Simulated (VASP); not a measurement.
A run of VASP 6.6.1 is set up as follows.

Contents of INCAR:

```
SYSTEM = C
  ALGO = Normal
  DIPOL = 0.5 0.5 0.257
  EDIFF = 1E-7
  ENCUT = 520
  GGA = PE
  IDIPOL = 3
  ISIF = 2
  ISMEAR = 0
  IVDW = 12
  LASPH = .TRUE.
  LCHARG = .FALSE.
  LDIPOL = .TRUE.
  LREAL = .FALSE.
  LWAVE = .FALSE.
  NBANDS = 11
  NELM = 60
  PREC = Accurate
  SIGMA = 0.1
```

File KPOINTS:

```
k-points
0
G
  15 15 1
  0 0 0
```

POSCAR

```
C
1.0
    2.4656524409      0.0000000000      0.0000000000
   -1.2328262205      2.1353176508      0.0000000000
    0.0000000000      0.0000000000     17.5000663883
C
2
Direct
    0.6666666667      0.3333333333      0.2571437784
    0.3333333333      0.6666666667      0.2571418816
```

Potentials or basis: VASP PAW PBE potentials, release 64 (C).

Run with:

```sh
$ cat potpaw_PBE.64/C/POTCAR > POTCAR
$ mpirun -np 1 vasp_std > vasp.out
```

(1) Predict the band gap on the k mesh.

(2) Estimate the dispersion energy per atom.

## Answers

(1) zero (filled and empty bands touch).

(2) -0.089 eV.
